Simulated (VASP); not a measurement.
# HfNbTe4 (P4/mmm) in VASP: a series of runs, part 2 of 2

VASP 6.6.1.

## (4) Single point, PBE, collinear spin

This run uses another cell than the first one, of 28.64 Å³/atom.

File INCAR:

```
PREC = Accurate ; ENCUT = 520
EDIFF = 1E-6 ; ISMEAR = 0
SIGMA = 0.1 ; LREAL = False
LASPH = True ; NELM = 150
ALGO = Normal ; ISIF = 2
LWAVE = False ; LCHARG = False
ISPIN = 2 ; MAGMOM = 0 1.38 0 0 0 0
LORBIT = 11 ; LMAXMIX = 4
GGA = PE ; NBANDS = 36
```

File KPOINTS:

```
regular mesh
0
Gamma
  8 8 6
```

File POSCAR:

```
HfNbTe4
1.0
    4.9581642842      0.0000000000      0.0000000000
    0.0000000000      4.9581642842      0.0000000000
    0.0000000000      0.0000000000      6.9904220591
Hf Nb Te
1 1 4
Direct
    0.0000000000      0.0000000000      0.5000000000
    0.5000000000      0.5000000000      0.0000000000
    0.0000000000      0.5000000000      0.2448640880
    0.5000000000      0.0000000000      0.2448640880
    0.0000000000      0.5000000000      0.7551359120
    0.5000000000      0.0000000000      0.7551359120
```

Potentials or basis: VASP PAW PBE potentials, release 64 (Hf_pv, Nb_sv, Te).

Started as:

```
$ cat potpaw_PBE.64/Hf_pv/POTCAR potpaw_PBE.64/Nb_sv/POTCAR potpaw_PBE.64/Te/POTCAR > POTCAR
$ mpirun -np 1 vasp_std > vasp.out
```

OUTCAR:

```text
PREC = Accurate
   ENCUT = 520
   EDIFF = 1E-6
   ISMEAR = 0
   LREAL = False
   LASPH = True
   NELM = 150
   ISIF = 2
   ISPIN = 2
   LORBIT = 11
   GGA = PE

 ion  position               nearest neighbor table
   1  0.000  0.000  0.500-   3 3.05   4 3.05   5 3.05   6 3.05   3 3.05   5 3.05   4 3.05   6 3.05

   2  0.500  0.500  0.000-   3 3.01   4 3.01   5 3.01   6 3.01   4 3.01   6 3.01   3 3.01   5 3.01

   3  0.000  0.500  0.245-   2 3.01   2 3.01   1 3.05   1 3.05   5 3.42   4 3.51   4 3.51   4 3.51
                             4 3.51   5 3.57
   4  0.500  0.000  0.245-   2 3.01   2 3.01   1 3.05   1 3.05   6 3.42   3 3.51   3 3.51   3 3.51
                             3 3.51   6 3.57
   5  0.000  0.500  0.755-   2 3.01   2 3.01   1 3.05   1 3.05   3 3.42   6 3.51   6 3.51   6 3.51
                             6 3.51   3 3.57
   6  0.500  0.000  0.755-   2 3.01   2 3.01   1 3.05   1 3.05   4 3.42   5 3.51   5 3.51   5 3.51
                             5 3.51   4 3.57

  LATTYP: Found a simple tetragonal cell.
 ALAT       =     4.9581642842
 C/A-ratio  =     1.4098810887

  Lattice vectors:
[... 2049 lines left out ...]
  Total       -0.1802242     -0.1802242     -0.1900562      0.0000000     -0.0000000      0.0000000
  in kB       -1.6802679     -1.6802679     -1.7719333      0.0000000     -0.0000000      0.0000000
  external PRESSURE =      -1.7108231 kB  Pullay stress =       0.0000000 kB

 VOLUME and BASIS-vectors are now :
 -----------------------------------------------------------------------------
  energy-cutoff  :      520.00
  volume of cell :      171.85
      direct lattice vectors                 reciprocal lattice vectors
     4.958164284  0.000000000  0.000000000     0.201687549  0.000000000  0.000000000
     0.000000000  4.958164284  0.000000000     0.000000000  0.201687549  0.000000000
     0.000000000  0.000000000  6.990422059     0.000000000  0.000000000  0.143052879

 POSITION                                       TOTAL-FORCE (eV/Angst)
 -----------------------------------------------------------------------------------
      0.00000      0.00000      3.49521        -0.000000      0.000000     -0.000000
      2.47908      2.47908      0.00000        -0.000000      0.000000     -0.000000
      0.00000      2.47908      1.71170        -0.000000     -0.000000      0.009387
      2.47908      0.00000      1.71170         0.000000      0.000000      0.009387
      0.00000      2.47908      5.27872        -0.000000     -0.000000     -0.009387
      2.47908      0.00000      5.27872        -0.000000      0.000000     -0.009387
 -----------------------------------------------------------------------------------
    total drift:                                0.000000     -0.000000     -0.000000

  FREE ENERGIE OF THE ION-ELECTRON SYSTEM (eV)
  ---------------------------------------------------
  free  energy   TOTEN  =       -34.1673536617 eV

  energy  without entropy=      -34.1569123222  energy(sigma->0) =      -34.16213299

 total charge

# of ion       s       p       d       tot
------------------------------------------
    1        0.297   6.319   1.399   8.014
    2        2.122   5.959   2.472  10.552
    3        1.382   1.975   0.045   3.403
    4        1.382   1.975   0.045   3.403
    5        1.382   1.975   0.045   3.403
    6        1.382   1.975   0.045   3.403
--------------------------------------------------
tot          7.948  20.179   4.051  32.178

 magnetization (x)

# of ion       s       p       d       tot
------------------------------------------
    1        0.016   0.022   0.061   0.100
    2        0.020   0.013   1.259   1.292
    3       -0.003  -0.034   0.008  -0.029
    4       -0.003  -0.034   0.008  -0.029
    5       -0.003  -0.034   0.008  -0.029
    6       -0.003  -0.034   0.008  -0.029
--------------------------------------------------
tot          0.025  -0.102   1.352   1.275
```

Run time: 24 min. Hardware: 1 thread of Oxide Virtual Turin-like, shared host; peak memory 0.71 GiB.

What came out:

```
Free energy                                           : -34.1674 eV
Pressure                                              : -0.2 GPa
Largest force                                         : 0.009 eV/Å
Net moment                                            : 1.90 μB per cell
Site moments                                          : Hf +0.10; Nb +1.29; Te -0.03 μB
Valence electrons inside the program's atomic spheres : Hf 8.01; Nb 10.55; Te 3.40
```

Forces in eV/Å, atoms in the order of the input:
```
Hf   0.000  0.000  0.000
Nb   0.000  0.000  0.000
Te   0.000  0.000  0.009
Te   0.000  0.000  0.009
Te   0.000  0.000 -0.009
Te   0.000  0.000 -0.009
```

Caveat: spin-orbit coupling is left out, which moves the levels of the heavy elements.

## (5) The runs side by side

| task | spin | cell | k mesh | cutoff (eV) | gap on the mesh (eV) | pressure (GPa) | moment (μB) | largest force (eV/Å) |
| --- | --- | --- | --- | --- | --- | --- | --- | --- |
| relaxation of cell and atoms | off | relaxed from a = 5.152, b = 5.152, c = 7.320 Å, 6 atoms, atomic positions A | 4 × 4 × 4 | 600 | none | -0.1 | - | 0.01 |
| single point | collinear | a = 4.954, b = 4.954, c = 6.973 Å, 6 atoms, atomic positions B | 4 × 4 × 4 | 520 | none | 0.4 | 1.72 | 0.12 |
| single point | collinear | a = 4.958, b = 4.958, c = 6.990 Å, 6 atoms, atomic positions B | 8 × 8 × 6 | 520 | none | -0.2 | 1.90 | 0.01 |

Alike in all rows: level PBE; potentials or basis VASP PAW PBE potentials, release 64 (Hf_pv, Nb_sv, Te); smearing gaussian 0.1 eV.

Caveats: spin-orbit coupling is left out, which moves the levels of the heavy elements.

Absolute energies hang on the potentials; compare differences alone.
